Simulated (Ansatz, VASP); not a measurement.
## Two plane-wave programs on MgCd3Se2

```
CELL_PARAMETERS angstrom
4.86369 0.00000 0.00000
-2.43185 4.21208 0.00000
0.00000 0.00000 7.71431
ATOMIC_POSITIONS crystal
Mg 0.00000 0.00000 0.00000
Cd 0.33333 0.66667 0.65101
Cd 0.66667 0.33333 0.34899
Cd 0.00000 0.00000 0.50000
Se 0.33333 0.66667 0.24925
Se 0.66667 0.33333 0.75075
```

Change from the starting cell: species swapped into the Li3YSb2 type (P-3m1, No. 164).

Alike in both runs: task relaxation of cell and atoms; functional PBE; k mesh 6 × 6 × 2; occupations gaussian, width 0.1 eV; no spin polarisation.

```csv
,VASP,Ansatz
version,VASP 6.6.1,Ansatz 0.2.0
potentials or method,"VASP PAW PBE potentials, release 64 (Mg, Cd, Se), cutoff 600 eV","scalar-relativistic, plane waves, PAW"
valence electrons in the cell,50,102
```

```tsv
	VASP	Ansatz	Ansatz less VASP
gap on the k mesh at the Fermi level, each at its own relaxed structure (eV)	none	none	-
relaxed volume (Å³/atom)	24.03	23.91	-0.124
relaxed length of the cell vector where the two differ most in proportion (Å)	3.953	3.938	-0.0155
```

A gap of «none» marks a metal or a gap that the smearing closes. VASP's potentials hold 50 valence electrons a cell and Ansatz's 102, so a difference there can come from the potentials and not from the codes.

The k mesh is coarse, so the values compare programs but aren't converged.
